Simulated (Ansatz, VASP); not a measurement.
# MgO: VASP beside Ansatz

Contents of INCAR:

```
PREC = Accurate
ENCUT = 840
EDIFF = 1E-6
ISMEAR = 0
SIGMA = 0.1
LREAL = False
LASPH = True
NELM = 120
ALGO = Normal
ISIF = 2
LWAVE = False
LCHARG = False
GGA = PE
NBANDS = 24
GGA_COMPAT = False
```

File KPOINTS:

```
Automatic mesh
0
Gamma
  6 6 4
```

Contents of POSCAR:

```
MgO
1.0
    2.9422714537      0.0000000000      0.0000000000
    0.0000000000      2.9422714537      0.0000000000
    0.0000000000      0.0000000000      4.3679383325
Mg O
2 2
Direct
    0.0000000000      0.0000000000      0.0000000000
    0.5000000000      0.5000000000      0.5000000000
    0.5000000000      0.5000000000      0.0000000000
    0.0000000000      0.0000000000      0.5000000000
```

Input for Ansatz:

```yaml
crystal:
  lattice:
    - [2.9422714537, 0.0, 0.0]
    - [0.0, 2.9422714537, 0.0]
    - [0.0, 0.0, 4.3679383325]
  atoms:
    - { symbol: Mg, position: [0.0, 0.0, 0.0] }
    - { symbol: Mg, position: [0.5, 0.5, 0.5] }
    - { symbol: O, position: [0.5, 0.5, 0.0] }
    - { symbol: O, position: [0.0, 0.0, 0.5] }
basis:
  ecutwfc: 420
kpoints:
  mp_grid: { grid: [6, 6, 4] }
hamiltonian:
  xc: pbe
  pseudopotentials: { kind: paw }
scf:
  occupations: { method: gaussian, width: 0.1 }
output:
  forces: true
  stress: true
  eigenvalues: true
```

Alike in both runs: task single point; functional PBE; k mesh 6 × 6 × 4; occupations gaussian, width 0.1 eV; no spin polarisation.

|  | VASP | Ansatz |
| --- | --- | --- |
| version | VASP 6.6.1 | Ansatz 0.2.0 |
| potentials or method | VASP PAW PBE potentials, release 64 (Mg_sv, O), cutoff 840 eV | scalar-relativistic, plane waves, PAW |
| valence electrons in the cell | 32 | 32 |

|  | VASP | Ansatz | Ansatz less VASP |
| --- | --- | --- | --- |
| gap on the k mesh at the Fermi level (eV) | 4.55 | 4.55 | +0.003 |
| least direct gap on the mesh (eV) | 4.55 | 4.55 | +0.003 |
| pressure (GPa) | 3.5 | 3.5 | -0.07 |
| traceless stress, the component that is largest in VASP (GPa) | -6.06 | -5.91 | +0.151 |

With one functional, cell and mesh, what is left measures potentials, basis and numerics.
